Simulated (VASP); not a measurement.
Set up this calculation in VASP 6.6.1, as the native input.

```
Task                   : single point
Functional             : PBE
Dispersion             : D3(BJ)
Potentials or basis    : VASP PAW PBE potentials, release 64 (Br)
Cutoff                 : 520 eV
k mesh                 : 22 × 22 × 22
Occupations            : gaussian, width 0.15 eV
Spin                   : no spin polarisation
Dipole correction      : no
Further INCAR settings : ALGO = Normal; EDIFF = 1e-07; NBANDS = 10
```

The structure of Br lies in POSCAR:

```
Br
1.0
   -1.4927500000      1.4927500000      3.2121000000
    1.4927500000     -1.4927500000      3.2121000000
    1.4927500000      1.4927500000     -3.2121000000
Br
1
Direct
    0.0000000000      0.0000000000      0.0000000000
```

One way to write it, as run:

INCAR

```
ALGO     = Normal         # electronic algorithm
EDIFF    = 1E-7           # SCF threshold, eV
ENCUT    = 520            # plane-wave cutoff, eV
GGA      = PE             # functional
ISIF     = 2              # what is computed and relaxed
ISMEAR   = 0              # smearing method
IVDW     = 12             # dispersion correction
LASPH    = T              # aspherical terms in the spheres
LCHARG   = T              # write CHGCAR
LELF     = T              # ELF
LREAL    = F              # projectors in reciprocal space
LVHAR    = T            
LWAVE    = F              # write WAVECAR
NBANDS   = 10             # bands
NELM     = 80             # most SCF steps
PREC     = Accurate       # precision mode
SIGMA    = 0.15           # smearing width, eV
```

KPOINTS

```
k-points
0
Gamma
  22 22 22
```

Potentials or basis: VASP PAW PBE potentials, release 64 (Br).

Run with:

```bash
$ cat potpaw_PBE.64/Br/POTCAR > POTCAR
$ mpirun -np 1 vasp_std > vasp.out
```

Results of the run:

- Pressure: -3.2 GPa
- Band gap on the k mesh: zero (an odd number of electrons rules out a gap without spin polarisation)
- Dispersion energy per atom: -0.257 eV

Caveat: the stress differs along the axes, from -6 to 3 GPa; an odd number of electrons without spin polarisation forces a metal; a magnetic or distorted state may lie lower.

Run time: 4.3 min on 1 thread of Intel(R) Xeon(R) Platinum 8259CL CPU @ 2.50GHz (Skylake/Cascade Lake) (shared host), peak memory 0.35 GiB.
